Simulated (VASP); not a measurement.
Input of a VASP 6.6.1 run:

INCAR

```
ALGO = Normal
EDIFF = 1E-6
EDIFFG = -0.08
ENCUT = 600
GGA = PE
IBRION = 2
ISIF = 3
ISMEAR = 0
LASPH = True
LCHARG = False
LREAL = Auto
LWAVE = False
NELM = 60
NSW = 36
PREC = Accurate
SIGMA = 0.2
```

Contents of KPOINTS:

```
k-points
0
Gamma
  2 3 3
```

POSCAR

```
ScAl3As4
1.0
    7.5500000000      0.0000000000      0.0000000000
    0.0000000000      6.5400000000      0.0000000000
    0.0000000000      0.0000000000      6.2000000000
Sc Al As
2 6 8
Direct
    0.0000000000      0.8300000000      0.0000000000
    0.5000000000      0.1700000000      0.5000000000
    0.0000000000      0.1500000000      0.5000000000
    0.2500000000      0.6700000000      0.5000000000
    0.7500000000      0.6700000000      0.5000000000
    0.5000000000      0.8500000000      0.0000000000
    0.2500000000      0.3300000000      0.0000000000
    0.7500000000      0.3300000000      0.0000000000
    0.0000000000      0.8300000000      0.3900000000
    0.0000000000      0.1500000000      0.8800000000
    0.7550000000      0.6700000000      0.8700000000
    0.2450000000      0.6700000000      0.8700000000
    0.5000000000      0.1700000000      0.8900000000
    0.5000000000      0.8500000000      0.3800000000
    0.7450000000      0.3300000000      0.3700000000
    0.2550000000      0.3300000000      0.3700000000
```

Potentials or basis: VASP PAW PBE potentials, release 64 (Sc_sv, Al, As).

Launch:

```sh
$ cat potpaw_PBE.64/Sc_sv/POTCAR potpaw_PBE.64/Al/POTCAR potpaw_PBE.64/As/POTCAR > POTCAR
$ mpirun -np 1 vasp_std > vasp.out
```

Q: Estimate the band gap on the k mesh.

A: 1.57 eV.

Q: What does it give for the relaxed volume?

A: 24.87 Å³/atom.

Q: Predict the relaxed cell.

A: a = 8.312 Å, b = 7.153 Å, c = 6.694 Å, α = 90.00°, β = 90.00°, γ = 90.00°.

Forces in eV/Å, atoms in the order of the input:
```
Sc   0.000  0.015  0.002
Sc   0.000 -0.015  0.002
Al   0.000 -0.024  0.003
Al   0.011 -0.011  0.017
Al  -0.011 -0.011  0.017
Al   0.000  0.024  0.003
Al  -0.011  0.011  0.017
Al   0.011  0.011  0.017
As   0.000 -0.001 -0.027
As   0.000  0.004 -0.025
As   0.018 -0.015  0.006
As  -0.018 -0.015  0.006
As   0.000  0.001 -0.027
As   0.000 -0.004 -0.025
As  -0.018  0.015  0.006
As   0.018  0.015  0.006
```

Caveat: the volume moved by over 15 % at a fixed basis, so the end points are rough. A k mesh can miss the band edges.
